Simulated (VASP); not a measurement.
# TaN (Pm-3m) in VASP: a series of runs

The runs below take TaN through single point, with r2SCAN+U.

Everything below comes from runs of VASP 6.6.1. Logs are shortened: lines on timing, memory, paths and dates and some standing lists are left out, and cuts for length are marked.

### Step 1. The cell of the first run

The structure is cubic, space group Pm-3m (No. 221). The conventional cell has a = 2.732 Å, b = 2.732 Å, c = 2.732 Å, α = 90.00°, β = 90.00°, γ = 90.00°. Within 3.1 Å of Ta (site symmetry m-3m) lie 8 N at 2.37 Å and 6 Ta at 2.73 Å. N (site symmetry m-3m) has 8 Ta at 2.37 Å and 6 N at 2.73 Å within 3.1 Å.

### Step 2. Single point, r2SCAN+U, collinear spin

File POSCAR:

```
TaN
1.0
    2.7323076900      0.0000000000      0.0000000000
    0.0000000000      2.7323076900      0.0000000000
    0.0000000000      0.0000000000      2.7323076900
Ta N
1 1
Direct
    0.0000000000      0.0000000000      0.0000000000
    0.5000000000      0.5000000000      0.5000000000
```

File INCAR.step1:

```
  PREC = Accurate
  ENCUT = 770
  ISMEAR = 0
  SIGMA = 0.05
  LREAL = False
  LASPH = True
  NELM = 200
  ISPIN = 2
  MAGMOM = 0.12 0.01
  LMAXMIX = 4
  LDAU = True
  LDAUTYPE = 2
  LDAUL = 2 -1
  LDAUU = 1 0
  LDAUJ = 0 0
  NBANDS = 20
  GGA = PE
  ALGO = Normal
  EDIFF = 1E-5
  LWAVE = True
  LCHARG = False
  GGA_COMPAT = False
```

File INCAR.step2:

```
  PREC = Accurate
  ENCUT = 770
  EDIFF = 1E-6
  ISMEAR = 0
  SIGMA = 0.05
  LREAL = False
  LASPH = True
  NELM = 200
  ALGO = Normal
  ISIF = 2
  LWAVE = False
  LCHARG = False
  ISPIN = 2
  MAGMOM = 0.12 0.01
  LORBIT = 11
  LMAXMIX = 4
  LDAU = True
  LDAUTYPE = 2
  LDAUL = 2 -1
  LDAUU = 1 0
  LDAUJ = 0 0
  LDAUPRINT = 1
  METAGGA = R2SCAN
  LMIXTAU = True
  NBANDS = 20
  ISTART = 1
  GGA_COMPAT = False
```

File KPOINTS:

```
regular mesh
0
Gamma
  7 7 7
```

Potentials or basis: VASP PAW PBE potentials, release 64 (Ta_sv_GW, N).

On the command line:

```console
$ cat potpaw_PBE.64/Ta_sv_GW/POTCAR potpaw_PBE.64/N/POTCAR > POTCAR
$ cp INCAR.step1 INCAR
$ mpirun -np 1 vasp_std > vasp.out
$ cp INCAR.step2 INCAR
$ mpirun -np 1 vasp_std > vasp.out
```

OUTCAR:

```text
PREC = Accurate
   ENCUT = 770
   EDIFF = 1E-6
   ISMEAR = 0
   LREAL = False
   LASPH = True
   NELM = 200
   ISIF = 2
   ISPIN = 2
   LORBIT = 11
   METAGGA = R2SCAN
   ISTART = 1

 ion  position               nearest neighbor table
   1  0.000  0.000  0.000-   2 2.37   2 2.37   2 2.37   2 2.37   2 2.37   2 2.37   2 2.37   2 2.37

   2  0.500  0.500  0.500-   1 2.37   1 2.37   1 2.37   1 2.37   1 2.37   1 2.37   1 2.37   1 2.37

  LATTYP: Found a simple cubic cell.
 ALAT       =     2.7323076900

  Lattice vectors:

 A1 = (   2.7323076900,   0.0000000000,   0.0000000000)
 A2 = (   0.0000000000,   2.7323076900,   0.0000000000)
 A3 = (   0.0000000000,   0.0000000000,   2.7323076900)

Analysis of symmetry for initial positions (statically):
=====================================================================
 Subroutine PRICEL returns:
 Original cell was already a primitive cell.

 Routine SETGRP: Setting up the symmetry group for a
 simple cubic supercell.

 Subroutine GETGRP returns: Found 48 space group operations
 (whereof 48 operations were pure point group operations)
 out of a pool of 48 trial point group operations.

The static configuration has the point symmetry O_h .

Analysis of symmetry for dynamics (positions and initial velocities):
=====================================================================
 Subroutine PRICEL returns:
 Original cell was already a primitive cell.

 Routine SETGRP: Setting up the symmetry group for a
 simple cubic supercell.

 Subroutine GETGRP returns: Found 48 space group operations
 (whereof 48 operations were pure point group operations)
 out of a pool of 48 trial point group operations.

The dynamic configuration has the point symmetry O_h .

Analysis of structural, dynamic, and magnetic symmetry:
=====================================================================
 Subroutine PRICEL returns:
 Original cell was already a primitive cell.

 Routine SETGRP: Setting up the symmetry group for a
 simple cubic supercell.

 Subroutine GETGRP returns: Found 48 space group operations
 (whereof 48 operations were pure point group operations)
 out of a pool of 48 trial point group operations.

The overall configuration has the point symmetry O_h .

 Subroutine INISYM returns: Found 48 space group operations
 (whereof 48 operations are pure point group operations),
 and found     1 'primitive' translations

----------------------------------------------------------------------------------------

                                     Primitive cell

  volume of cell :      20.3981

  direct lattice vectors                    reciprocal lattice vectors
     2.732307690  0.000000000  0.000000000     0.365990991  0.000000000  0.000000000
     0.000000000  2.732307690  0.000000000     0.000000000  0.365990991  0.000000000
     0.000000000  0.000000000  2.732307690     0.000000000  0.000000000  0.365990991

  length of vectors
     2.732307690  2.732307690  2.732307690     0.365990991  0.365990991  0.365990991

  position of ions in fractional coordinates (direct lattice)
     0.000000000  0.000000000  0.000000000
     0.500000000  0.500000000  0.500000000

  ion indices of the primitive-cell ions
   primitive index   ion index
                 1           1
                 2           2

----------------------------------------------------------------------------------------

 KPOINTS: regular mesh

Automatic generation of k-mesh.
 Grid dimensions read from file:
 generate k-points for:    7    7    7

 Generating k-lattice:

  Cartesian coordinates                     Fractional coordinates (reciprocal lattice)
     0.052284427  0.000000000  0.000000000     0.142857143  0.000000000  0.000000000
[... 70 lines left out ...]
   EFERMI_NEDOS =   21; number of points for ismear=-14 and -15
   IALGO  =     38    algorithm
   IMIX   =      4    mixing-type and parameters
     AMIX     =   0.40;   BMIX     =  1.00
     AMIX_MAG =   1.60;   BMIX_MAG =  1.00
  volume/ion in A,a.u.               =      10.20        68.83
  Fermi-wavevector in a.u.,A,eV,Ry     =   1.570252  2.967346 33.547774  2.465692
  Thomas-Fermi vector in A             =   2.672013
   LORBIT       =     11    0 simple, 1 ext, 2 COOP (PROOUT), +10 PAW based schemes
 LDA+U is selected, type is set to LDAUTYPE =  2
   angular momentum for each species LDAUL =     2   -1
   U (eV)           for each species LDAUU =   1.0  0.0
   J (eV)           for each species LDAUJ =   0.0  0.0
   METAGGA = R2SCAN    functional components
   LHFCALC =     F    Hartree Fock is set to
   AEXX    =    0.0000 exact exchange contribution
   IVDW    =     0    specifies the selected vdW correction
   LEPSILON=     F    determine dielectric tensor
   LRPA    =     F    only Hartree local field effects (RPA)
 spin polarized calculation
 Gauss-broadening in eV      SIGMA  =   0.05
  energy-cutoff  :      770.00
  volume of cell :       20.40
 maximum number of plane-waves:      1021
 NGX is ok and might be reduce to    28
   NGX = 13   NGY = 13   NGZ = 13

atom =   1  type =  1  l = 2

 onsite density matrix

spin component  1

  0.1526 -0.0000 -0.0000 -0.0000 -0.0000
 -0.0000  0.1526  0.0000  0.0000 -0.0000
 -0.0000  0.0000  0.4299  0.0000 -0.0000
 -0.0000  0.0000  0.0000  0.1526  0.0000
 -0.0000 -0.0000 -0.0000  0.0000  0.4299

spin component  2

  0.1475 -0.0000 -0.0000 -0.0000 -0.0000
 -0.0000  0.1475  0.0000  0.0000 -0.0000
 -0.0000  0.0000  0.3650  0.0000 -0.0000
 -0.0000  0.0000  0.0000  0.1475  0.0000
 -0.0000 -0.0000 -0.0000  0.0000  0.3650

 occupancies and eigenvectors

  o =  0.1475  v =  0.0000  0.0000  0.0000  0.0000  0.0000  0.0000 -0.0058 -0.0000 -1.0000  0.0000      0.0000  0.0000  0.0000  0.0000  0.0000  0.0000  0.0000  0.0000  0.0000  0.0000
  o =  0.1475  v =  0.0000  0.0000  0.0000  0.0000  0.0000  0.0000 -1.0000 -0.0000  0.0058 -0.0000      0.0000  0.0000  0.0000  0.0000  0.0000  0.0000  0.0000  0.0000  0.0000  0.0000
  o =  0.1475  v =  0.0000  0.0000  0.0000  0.0000  0.0000  1.0000  0.0000  0.0000  0.0000  0.0000      0.0000  0.0000  0.0000  0.0000  0.0000  0.0000  0.0000  0.0000  0.0000  0.0000
  o =  0.1526  v =  0.0000  0.0146 -0.0000 -0.9999  0.0000  0.0000  0.0000  0.0000  0.0000  0.0000      0.0000  0.0000  0.0000  0.0000  0.0000  0.0000  0.0000  0.0000  0.0000  0.0000
  o =  0.1526  v =  1.0000  0.0000  0.0000  0.0000  0.0000  0.0000  0.0000  0.0000  0.0000  0.0000      0.0000  0.0000  0.0000  0.0000  0.0000  0.0000  0.0000  0.0000  0.0000  0.0000
  o =  0.1526  v =  0.0000 -0.9999 -0.0000 -0.0146 -0.0000  0.0000  0.0000  0.0000  0.0000  0.0000      0.0000  0.0000  0.0000  0.0000  0.0000  0.0000  0.0000  0.0000  0.0000  0.0000
  o =  0.3650  v =  0.0000  0.0000  0.0000  0.0000  0.0000  0.0000  0.0000 -0.9996  0.0000 -0.0273      0.0000  0.0000  0.0000  0.0000  0.0000  0.0000  0.0000  0.0000  0.0000  0.0000
  o =  0.3650  v =  0.0000  0.0000  0.0000  0.0000  0.0000  0.0000 -0.0000 -0.0273  0.0000  0.9996      0.0000  0.0000  0.0000  0.0000  0.0000  0.0000  0.0000  0.0000  0.0000  0.0000
  o =  0.4299  v =  0.0000  0.0000 -0.9987  0.0000  0.0508  0.0000  0.0000  0.0000  0.0000  0.0000      0.0000  0.0000  0.0000  0.0000  0.0000  0.0000  0.0000  0.0000  0.0000  0.0000
  o =  0.4299  v =  0.0000 -0.0000  0.0508  0.0000  0.9987  0.0000  0.0000  0.0000  0.0000  0.0000      0.0000  0.0000  0.0000  0.0000  0.0000  0.0000  0.0000  0.0000  0.0000  0.0000

 number of electron      17.9999999 magnetization       0.1929893

 Free energy of the ion-electron system (eV)
  ---------------------------------------------------
  ext. energy  EPLUGINS =         0.00000000
  ---------------------------------------------------
  free energy    TOTEN  =       -60.34070533 eV

  energy without entropy =      -60.34040520  energy(sigma->0) =      -60.34055527

 E-fermi :  14.3365     XC(G=0): -15.0931

 val. band max:       14.3247625729   @ k =   0.2857   0.0000   0.0000
 cond. band min:      14.4280002530   @ k =   0.2857   0.1429   0.1429
 fundamental gap:      0.1032376801
 Fermi energy:        14.3365457381

 spin component 1

 k-point     1 :       0.0000    0.0000    0.0000
  band No.  band energies     occupation
      1     -57.4527      1.00000
      2     -22.6902      1.00000
      3     -22.6902      1.00000
      4     -22.6902      1.00000
      5      -5.4896      1.00000
      6       8.6060      1.00000
[... 436 lines left out ...]
      6       4.8708      1.00000
[... 12 lines left out ...]
     19      39.6925      0.00000
     20      41.2635      0.00000
 Fermi energy:        14.3365457381

 spin component 2

 k-point     1 :       0.0000    0.0000    0.0000
  band No.  band energies     occupation
      1     -57.3784      1.00000
      2     -22.5854      1.00000
      3     -22.5854      1.00000
      4     -22.5854      1.00000
      5      -5.4658      1.00000
      6       8.9719      1.00000
[... 449 lines left out ...]
     19      39.7037      0.00000
     20      41.2844      0.00000

------------------------ aborting loop because EDIFF is reached ----------------------------------------

  FORCE on cell =-STRESS in cart. coord.  units (eV):
  Direction    XX          YY          ZZ          XY          YZ          ZX
  --------------------------------------------------------------------------------------
  -------------------------------------------------------------------------------------
  Total        0.5639724      0.5639724      0.5639724      0.0000000      0.0000000     -0.0000000
  in kB       44.2975450     44.2975450     44.2975450      0.0000000      0.0000000     -0.0000000
  external PRESSURE =      44.2975450 kB  Pullay stress =       0.0000000 kB

 VOLUME and BASIS-vectors are now :
 -----------------------------------------------------------------------------
  energy-cutoff  :      770.00
  volume of cell :       20.40
      direct lattice vectors                 reciprocal lattice vectors
     2.732307690  0.000000000  0.000000000     0.365990991  0.000000000  0.000000000
     0.000000000  2.732307690  0.000000000     0.000000000  0.365990991  0.000000000
     0.000000000  0.000000000  2.732307690     0.000000000  0.000000000  0.365990991

 POSITION                                       TOTAL-FORCE (eV/Angst)
 -----------------------------------------------------------------------------------
      0.00000      0.00000      0.00000         0.000000      0.000000      0.000000
      1.36615      1.36615      1.36615         0.000000      0.000000      0.000000
 -----------------------------------------------------------------------------------
    total drift:                               -0.000000      0.000000      0.000000

  FREE ENERGIE OF THE ION-ELECTRON SYSTEM (eV)
  ---------------------------------------------------
  free  energy   TOTEN  =       -60.3407053330 eV

  energy  without entropy=      -60.3404051996  energy(sigma->0) =      -60.34055527

 total charge

# of ion       s       p       d       f       tot
--------------------------------------------------
    1        2.704   6.036   2.444   0.105  11.289
    2        1.236   2.484   0.000   0.000   3.720
--------------------------------------------------
tot          3.939   8.520   2.444   0.105  15.009

 magnetization (x)

# of ion       s       p       d       f       tot
--------------------------------------------------
    1        0.007   0.004   0.143   0.005   0.160
    2        0.000   0.004   0.000   0.000   0.004
--------------------------------------------------
tot          0.008   0.007   0.143   0.005   0.164
```

It took 47 s on 1 thread of Intel Xeon 6975P-C (Granite Rapids), shared host; peak memory 0.21 GiB.

Results:

```yaml
Free_energy: -60.3407 eV
Pressure: 4.4 GPa
Net_moment: 0.19 μB per cell
Site_moments: Ta +0.16; N +0.00 μB
Valence_electrons_inside_the_program's_atomic_spheres: Ta 11.29; N 3.72
```

Levels at points of the mesh, in eV from the Fermi level:
Spin up:
```
           k point  band 7  band 8  band 9  band 10  band 11  band 12
(0.00, 0.00, 0.00)   -5.73   -3.27   -3.27    -3.27     2.32     4.05
```
Spin down:
```csv
k point,band 5,band 6,band 7,band 8,band 9,band 10,band 11,band 12,band 13,band 14
"(0.00, 0.00, 0.00)",-19.80,-5.36,-5.36,-3.25,-3.25,-3.25,2.51,4.12,4.12,4.12
```

Eigenvalues of the final occupation matrices:
```
    site  spin  trace               eigenvalues
site 1 d     1   1.32  0.15 0.15 0.15 0.43 0.43
site 1 d     2   1.17  0.15 0.15 0.15 0.36 0.36
```

Caveat: the cell stands under pressure; a moment this small can come from the mesh or the smearing; the PAW data sets were made with another functional, which shifts forces and pressure a little; spin-orbit coupling is left out, which moves the levels of the heavy elements.

[end of part 1 of 2]
